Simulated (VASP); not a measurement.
# BaTe (Fm-3m) in VASP: further runs

The runs below take BaTe through single point, with PBEsol, r2SCAN.

All numbers are computed with VASP 6.6.1; they aren't measurements. Logs are shortened: lines on timing, memory, paths and dates and some standing lists are left out, and cuts for length are marked.

## 1. The cell of the first run

The structure is cubic, space group Fm-3m (No. 225). The conventional cell has a = 7.034 Å, b = 7.034 Å, c = 7.034 Å, α = 90.00°, β = 90.00°, γ = 90.00°. Within 4.6 Å of Ba (site symmetry m-3m) lie 6 Te at 3.52 Å. Within 4.6 Å of Te (site symmetry m-3m) lie 6 Ba at 3.52 Å.

## 2. Single point, PBEsol (volume scaled by 1.04)

Input file INCAR:

```
SYSTEM = BaTe
  ALGO = Normal
  EDIFF = 1E-7
  ENCUT = 520
  GGA = PS
  ISIF = 2
  ISMEAR = 0
  LASPH = .True.
  LCHARG = .False.
  LREAL = .False.
  LWAVE = .False.
  NBANDS = 15
  NELM = 100
  PREC = Accurate
  SIGMA = 0.05
```

Input file KPOINTS:

```
k-points
0
Gamma
  6 6 6
  0 0 0
```

Input file POSCAR:

```
BaTe
1.0
    0.0000000000      3.5168663431      3.5168663431
    3.5168663431      0.0000000000      3.5168663431
    3.5168663431      3.5168663431      0.0000000000
Ba Te
1 1
Direct
    0.5000000000      0.5000000000      0.5000000000
    0.0000000000      0.0000000000      0.0000000000
```

Potentials or basis: VASP PAW PBE potentials, release 64 (Ba_sv, Te).

The run is started by

```
$ cat potpaw_PBE.64/Ba_sv/POTCAR potpaw_PBE.64/Te/POTCAR > POTCAR
$ mpirun -np 1 vasp_std > vasp.out
```

OUTCAR:

```text
SYSTEM = BaTe
   EDIFF = 1E-7
   ENCUT = 520
   GGA = PS
   ISIF = 2
   ISMEAR = 0
   LASPH = .True.
   LREAL = .False.
   NELM = 100
   PREC = Accurate

 ion  position               nearest neighbor table
   1  0.500  0.500  0.500-   2 3.52   2 3.52   2 3.52   2 3.52   2 3.52   2 3.52
   2  0.000  0.000  0.000-   1 3.52   1 3.52   1 3.52   1 3.52   1 3.52   1 3.52

  LATTYP: Found a face centered cubic cell.
 ALAT       =     7.0337326862

  Lattice vectors:

 A1 = (   0.0000000000,   3.5168663431,   3.5168663431)
 A2 = (   3.5168663431,   0.0000000000,   3.5168663431)
 A3 = (   3.5168663431,   3.5168663431,   0.0000000000)

Analysis of symmetry for initial positions (statically):
=====================================================================
 Subroutine PRICEL returns:
 Original cell was already a primitive cell.

 Routine SETGRP: Setting up the symmetry group for a
 face centered cubic supercell.

 Subroutine GETGRP returns: Found 48 space group operations
 (whereof 48 operations were pure point group operations)
 out of a pool of 48 trial point group operations.

The static configuration has the point symmetry O_h .

Analysis of symmetry for dynamics (positions and initial velocities):
=====================================================================
 Subroutine PRICEL returns:
 Original cell was already a primitive cell.

 Routine SETGRP: Setting up the symmetry group for a
 face centered cubic supercell.

 Subroutine GETGRP returns: Found 48 space group operations
 (whereof 48 operations were pure point group operations)
 out of a pool of 48 trial point group operations.

The dynamic configuration has the point symmetry O_h .

 Subroutine INISYM returns: Found 48 space group operations
 (whereof 48 operations are pure point group operations),
 and found     1 'primitive' translations

----------------------------------------------------------------------------------------

                                     Primitive cell

  volume of cell :      86.9957

  direct lattice vectors                    reciprocal lattice vectors
     0.000000000  3.516866343  3.516866343    -0.142172022  0.142172022  0.142172022
     3.516866343  0.000000000  3.516866343     0.142172022 -0.142172022  0.142172022
     3.516866343  3.516866343  0.000000000     0.142172022  0.142172022 -0.142172022

  length of vectors
     4.973600079  4.973600079  4.973600079     0.246249166  0.246249166  0.246249166

  position of ions in fractional coordinates (direct lattice)
     0.500000000  0.500000000  0.500000000
     0.000000000  0.000000000  0.000000000

  ion indices of the primitive-cell ions
   primitive index   ion index
                 1           1
                 2           2

----------------------------------------------------------------------------------------

 KPOINTS: k-points

Automatic generation of k-mesh.
 Grid dimensions read from file:
 generate k-points for:    6    6    6

 Generating k-lattice:

  Cartesian coordinates                     Fractional coordinates (reciprocal lattice)
    -0.023695337  0.023695337  0.023695337     0.166666667  0.000000000  0.000000000
     0.023695337 -0.023695337  0.023695337     0.000000000  0.166666667  0.000000000
     0.023695337  0.023695337 -0.023695337     0.000000000  0.000000000  0.166666667

  Length of vectors
     0.041041528  0.041041528  0.041041528

  Shift w.r.t. Gamma in fractional coordinates (k-lattice)
     0.000000000  0.000000000  0.000000000

 Subroutine IBZKPT returns following result:
 ===========================================

 Found     16 irreducible k-points:

 Following reciprocal coordinates:
            Coordinates               Weight
  0.000000  0.000000  0.000000      1.000000
  0.166667  0.000000  0.000000      8.000000
  0.333333  0.000000  0.000000      8.000000
  0.500000  0.000000  0.000000      4.000000
  0.166667  0.166667  0.000000      6.000000
  0.333333  0.166667  0.000000     24.000000
[... 8 lines left out ...]
 -0.333333  0.333333  0.166667     24.000000
 -0.333333  0.500000  0.166667     12.000000
   k-points           NKPTS =     16   k-points in BZ     NKDIM =     16   number of bands    NBANDS=     15
   number of dos      NEDOS =    301   number of ions     NIONS =      2
   total plane-waves  NPLWV =  64000
   dimension x,y,z NGX =    40 NGY =   40 NGZ =   40
   dimension x,y,z NGXF=    80 NGYF=   80 NGZF=   80
   ions per type =               1   1
   NGX,Y,Z   is equivalent  to a cutoff of  13.37, 13.37, 13.37 a.u.
   NGXF,Y,Z  is equivalent  to a cutoff of  26.74, 26.74, 26.74 a.u.
 SYSTEM =  BaTe
   PREC   = accura    normal or accurate (medium, high low for compatibility)
   ISTART =      0    job   : 0-new  1-cont  2-samecut
   ICHARG =      2    charge: 1-file 2-atom 10-const
   ISPIN  =      1    spin polarized calculation?
   LNONCOLLINEAR =      F non collinear calculations
   LSORBIT =      F    spin-orbit coupling
   LASPH  =      T    aspherical Exc in radial PAW
   ENCUT  =  520.0 eV  38.22 Ry    6.18 a.u.   9.25  9.25  9.25*2*pi/ulx,y,z
   NELM   =    100;   NELMIN=  2; NELMDL= -5     # of ELM steps
   EDIFF  = 0.1E-06   stopping-criterion for ELM
   LREAL  =      F    real-space projection
   EDIFFG = 0.1E-05   stopping-criterion for IOM
   NSW    =      0    number of steps for IOM
   IBRION =     -1    ionic relax: 0-MD 1-quasi-New 2-CG
   NFREE  =      0    steps in history (QN), initial steepest desc. (CG)
   ISIF   =      2    stress and relaxation
   ISYM   =      2    0-nonsym 1-usesym 2-fastsym
   POTIM  = 0.5000    time-step for ionic-motion
   TEBEG  =    0.0;   TEEND  =   0.0 temperature during run
   PSTRESS=    0.0 pullay stress
   NELECT =      16.0000    total number of electrons
   NUPDOWN=      -1.0000    fix difference up-down
   EMIN   =  10.00;   EMAX   =-10.00  energy-range for DOS
   EFERMI =   0.00;   METHOD = LEGACY
   ISMEAR =     0;   SIGMA  =   0.05  broadening in eV -4-tet -1-fermi 0-gaus
   EFERMI_NEDOS =   21; number of points for ismear=-14 and -15
   IALGO  =     38    algorithm
   IMIX   =      4    mixing-type and parameters
     AMIX     =   0.40;   BMIX     =  1.00
     AMIX_MAG =   1.60;   BMIX_MAG =  1.00
  volume/ion in A,a.u.               =      43.50       293.54
  Fermi-wavevector in a.u.,A,eV,Ry     =   0.930998  1.759332 11.792960  0.866758
  Thomas-Fermi vector in A             =   2.057446
   LORBIT       =      0    0 simple, 1 ext, 2 COOP (PROOUT), +10 PAW based schemes
   GGA     = PS    functional components
   LHFCALC =     F    Hartree Fock is set to
   AEXX    =    0.0000 exact exchange contribution
   IVDW    =     0    specifies the selected vdW correction
   LEPSILON=     F    determine dielectric tensor
   LRPA    =     F    only Hartree local field effects (RPA)
 non-spin polarized calculation
 Gauss-broadening in eV      SIGMA  =   0.05
  energy-cutoff  :      520.00
  volume of cell :       87.00
 maximum number of plane-waves:      2397
 NGX is ok and might be reduce to    40
   NGX = 19   NGY = 19   NGZ = 19

 number of electron      16.0000000 magnetization

 Free energy of the ion-electron system (eV)
  ---------------------------------------------------
  ext. energy  EPLUGINS =         0.00000000
  ---------------------------------------------------
  free energy    TOTEN  =        -9.18512783 eV

  energy without entropy =       -9.18512783  energy(sigma->0) =       -9.18512783

 E-fermi :   2.3433     XC(G=0):  -8.3526

 val. band max:        2.0639761639   @ k =   0.0000   0.0000   0.0000
 cond. band min:       3.5262972494   @ k =   0.5000   0.5000   0.0000
 fundamental gap:      1.4623210855
 Fermi energy:         2.3432533332

 k-point     1 :       0.0000    0.0000    0.0000
  band No.  band energies     occupation
      1     -24.9553      2.00000
      2     -10.0887      2.00000
      3     -10.0887      2.00000
      4     -10.0887      2.00000
      5      -7.4833      2.00000
      6       2.0640      2.00000
      7       2.0640      2.00000
      8       2.0640      2.00000
      9       4.7619      0.00000
     10       4.9386      0.00000
     11       4.9386      0.00000
     12       4.9386      0.00000
     13       5.5683      0.00000
     14       5.5683      0.00000
     15       8.8979      0.00000

 k-point     2 :       0.1667    0.0000    0.0000
  band No.  band energies     occupation
      1     -24.9522      2.00000
      2     -10.2051      2.00000
      3     -10.0917      2.00000
      4     -10.0917      2.00000
      5      -7.2966      2.00000
      6       1.2481      2.00000
      7       1.6904      2.00000
      8       1.6904      2.00000
      9       4.9512      0.00000
     10       5.2727      0.00000
     11       5.2727      0.00000
     12       5.8798      0.00000
     13       6.3159      0.00000
     14       6.3159      0.00000
     15       9.7249      0.00000

 k-point     3 :       0.3333    0.0000    0.0000
  band No.  band energies     occupation
      1     -24.9459      2.00000
      2     -10.4053      2.00000
      3     -10.0976      2.00000
      4     -10.0976      2.00000
      5      -6.9442      2.00000
      6       0.2234      2.00000
      7       1.1593      2.00000
      8       1.1593      2.00000
      9       5.3672      0.00000
     10       6.1270      0.00000
     11       6.1270      0.00000
     12       7.2504      0.00000
     13       7.9313      0.00000
     14       7.9313      0.00000
     15       9.9847      0.00000

 k-point     4 :       0.5000    0.0000    0.0000
  band No.  band energies     occupation
      1     -24.9428      2.00000
      2     -10.4938      2.00000
      3     -10.1005      2.00000
      4     -10.1005      2.00000
      5      -6.7726      2.00000
      6      -0.1793      2.00000
      7       0.9498      2.00000
      8       0.9498      2.00000
      9       6.1169      0.00000
     10       6.7292      0.00000
     11       6.8843      0.00000
     12       6.8843      0.00000
     13       8.9147      0.00000
     14       8.9147      0.00000
     15       9.4332      0.00000
[... 163 lines left out ...]
 k-point    14 :       0.5000    0.3333    0.1667
  band No.  band energies     occupation
      1     -24.9418      2.00000
      2     -10.3465      2.00000
      3     -10.1773      2.00000
      4     -10.1298      2.00000
      5      -7.0286      2.00000
      6       0.4086      2.00000
      7       1.1285      2.00000
      8       1.3549      2.00000
      9       4.7705      0.00000
     10       6.3282      0.00000
     11       6.8899      0.00000
     12       7.0742      0.00000
     13       7.5721      0.00000
     14       8.8972      0.00000
     15       9.4936      0.00000

 k-point    15 :      -0.3333    0.3333    0.1667
  band No.  band energies     occupation
      1     -24.9398      2.00000
      2     -10.3474      2.00000
      3     -10.1988      2.00000
      4     -10.1513      2.00000
      5      -7.0048      2.00000
      6       0.4778      2.00000
      7       1.0689      2.00000
      8       1.1127      2.00000
      9       5.5723      0.00000
     10       5.6895      0.00000
     11       7.3083      0.00000
     12       7.3207      0.00000
     13       7.5000      0.00000
     14       9.1853      0.00000
     15      10.0201      0.00000

 k-point    16 :      -0.3333    0.5000    0.1667
  band No.  band energies     occupation
      1     -24.9387      2.00000
      2     -10.2609      2.00000
      3     -10.2187      2.00000
      4     -10.2002      2.00000
      5      -7.1316      2.00000
      6       0.9804      2.00000
      7       0.9858      2.00000
      8       1.3000      2.00000
      9       4.5584      0.00000
     10       6.5299      0.00000
     11       6.6698      0.00000
     12       7.2604      0.00000
     13       7.7447      0.00000
     14       8.4186      0.00000
     15      10.0078      0.00000

------------------------ aborting loop because EDIFF is reached ----------------------------------------

  FORCE on cell =-STRESS in cart. coord.  units (eV):
  Direction    XX          YY          ZZ          XY          YZ          ZX
  --------------------------------------------------------------------------------------
  -------------------------------------------------------------------------------------
  Total       -0.4471822     -0.4471822     -0.4471822     -0.0000000     -0.0000000      0.0000000
  in kB       -8.2356433     -8.2356433     -8.2356433     -0.0000000     -0.0000000      0.0000000
  external PRESSURE =      -8.2356433 kB  Pullay stress =       0.0000000 kB

 VOLUME and BASIS-vectors are now :
 -----------------------------------------------------------------------------
  energy-cutoff  :      520.00
  volume of cell :       87.00
      direct lattice vectors                 reciprocal lattice vectors
     0.000000000  3.516866343  3.516866343    -0.142172022  0.142172022  0.142172022
     3.516866343  0.000000000  3.516866343     0.142172022 -0.142172022  0.142172022
     3.516866343  3.516866343  0.000000000     0.142172022  0.142172022 -0.142172022

 POSITION                                       TOTAL-FORCE (eV/Angst)
 -----------------------------------------------------------------------------------
      3.51687      3.51687      3.51687         0.000000     -0.000000      0.000000
      0.00000      0.00000      0.00000         0.000000      0.000000      0.000000
 -----------------------------------------------------------------------------------
    total drift:                                0.000000     -0.000000      0.000000

  FREE ENERGIE OF THE ION-ELECTRON SYSTEM (eV)
  ---------------------------------------------------
  free  energy   TOTEN  =        -9.1851278261 eV

  energy  without entropy=       -9.1851278261  energy(sigma->0) =       -9.18512783
```

It took 33 s on 1 thread of Intel Xeon 6975P-C, shared host; peak memory 0.24 GiB.

Results:

```yaml
Free_energy: -9.1851 eV
Pressure: -0.8 GPa
Band_gap_on_the_k_mesh: 1.46 eV, indirect (least direct gap 1.85 eV)
```

Caveat: the cell differs from its parent crystal (volume scaled by 1.04); the PAW data sets were made with another functional, which shifts forces and pressure a little; spin-orbit coupling is left out, which moves the levels of the heavy elements.

## 3. Single point, r2SCAN

This run uses another cell than the first one, of 39.65 Å³/atom, 0.912 times its volume.

Input file POSCAR:

```
BaTe
1.0
    0.0000000000      3.4099993980      3.4099993980
    3.4099993980      0.0000000000      3.4099993980
    3.4099993980      3.4099993980      0.0000000000
Ba Te
1 1
Direct
    0.5000000000      0.5000000000      0.5000000000
    0.0000000000      0.0000000000      0.0000000000
```

Input file INCAR.step1:

```
ALGO = Normal ; EDIFF = 1E-4
ENCUT = 520 ; GGA = PE
ISMEAR = 0 ; LASPH = True
LCHARG = False ; LREAL = False
LWAVE = True ; NBANDS = 15
NELM = 60 ; PREC = Accurate
SIGMA = 0.05
```

Input file INCAR.step2:

```
ALGO = Normal ; EDIFF = 1E-6
ENCUT = 520 ; ISIF = 2
ISMEAR = 0 ; ISTART = 1
LASPH = True ; LCHARG = True
LELF = True ; LMIXTAU = True
LREAL = False ; LVHAR = True
LWAVE = False ; METAGGA = R2SCAN
NBANDS = 15 ; NELM = 60
PREC = Accurate ; SIGMA = 0.05
```

Input file KPOINTS:

```
k-points
0
Gamma
  6 6 6
```

Potentials or basis: VASP PAW PBE potentials, release 64 (Ba_sv, Te).

The run is started by

```
$ cat potpaw_PBE.64/Ba_sv/POTCAR potpaw_PBE.64/Te/POTCAR > POTCAR
$ cp INCAR.step1 INCAR
$ mpirun -np 1 vasp_std > vasp.out
$ cp INCAR.step2 INCAR
$ mpirun -np 1 vasp_std > vasp.out
```

Run time: 86 s. Hardware: 1 thread of Intel Xeon 6975P-C, shared host; peak memory 0.22 GiB.

It converged, with:

```
Free energy            : -55.9059 eV
Pressure               : 4.5 GPa
Band gap on the k mesh : 1.68 eV, indirect (least direct gap 2.07 eV)
```

Levels at points of the mesh, in eV from the valence-band top:
```tsv
k point	band 5	band 6	band 7	band 8	band 9	band 10	band 11	band 12
(0.00, 0.00, 0.00)	-10.00	0.00	0.00	0.00	3.28	3.28	3.28	3.94
(0.50, 0.00, 0.00)	-8.97	-2.45	-1.30	-1.30	4.76	5.46	5.57	5.57
(0.50, 0.50, 0.00)	-9.77	-1.16	-0.38	-0.38	1.68	5.06	5.74	6.54
```

Caveat: the PAW data sets were made with another functional, which shifts forces and pressure a little; spin-orbit coupling is left out, which moves the levels of the heavy elements.

## 4. Single point, r2SCAN (volume scaled by 0.96)

Input file POSCAR:

```
BaTe
1.0
    0.0000000000      3.4838700870      3.4838700870
    3.4838700870      0.0000000000      3.4838700870
    3.4838700870      3.4838700870      0.0000000000
Ba Te
1 1
Direct
    0.5000000000      0.5000000000      0.5000000000
    0.0000000000      0.0000000000      0.0000000000
```

Input file INCAR.step1:

```
SYSTEM = BaTe
PREC = Accurate ; ENCUT = 520
ISMEAR = 0 ; SIGMA = 0.05
LREAL = .FALSE. ; LASPH = .TRUE.
NELM = 100 ; NBANDS = 15
GGA = PE ; ALGO = Normal
EDIFF = 1E-4 ; LWAVE = .TRUE.
LCHARG = .FALSE.
```

Input file INCAR.step2:

```
SYSTEM = BaTe
PREC = Accurate ; ENCUT = 520
EDIFF = 1E-6 ; ISMEAR = 0
SIGMA = 0.05 ; LREAL = .FALSE.
LASPH = .TRUE. ; NELM = 100
ALGO = Normal ; ISIF = 2
LWAVE = .FALSE. ; LCHARG = .FALSE.
METAGGA = R2SCAN ; LMIXTAU = .TRUE.
NBANDS = 15 ; ISTART = 1
```

Input file KPOINTS:

```
regular mesh
0
G
  6 6 6
  0 0 0
```

The run is started by

```
$ cat potpaw_PBE.64/Ba_sv/POTCAR potpaw_PBE.64/Te/POTCAR > POTCAR
$ cp INCAR.step1 INCAR
$ mpirun -np 1 vasp_std > vasp.out
$ cp INCAR.step2 INCAR
$ mpirun -np 1 vasp_std > vasp.out
```

It took 1.7 min on 1 thread of Intel Xeon 6975P-C, shared host; peak memory 0.26 GiB.

The run converged. Its results:

```
Free energy            : -56.0062 eV
Pressure               : 1.7 GPa
Band gap on the k mesh : 1.84 eV, indirect (least direct gap 2.23 eV)
```

Levels at points of the mesh, in eV from the valence-band top:
```
           k point  band 5  band 6  band 7  band 8  band 9  band 10  band 11  band 12
(0.00, 0.00, 0.00)   -9.85    0.00    0.00    0.00    3.33     3.33     3.33     3.65
(0.50, 0.00, 0.00)   -9.03   -2.26   -1.15   -1.15    4.67     5.30     5.44     5.44
(0.50, 0.50, 0.00)   -9.63   -1.15   -0.39   -0.39    1.84     4.97     5.43     6.29
```

Caveat: the cell differs from its parent crystal (volume scaled by 0.96); the PAW data sets were made with another functional, which shifts forces and pressure a little; spin-orbit coupling is left out, which moves the levels of the heavy elements.

[end of part 1 of 2]
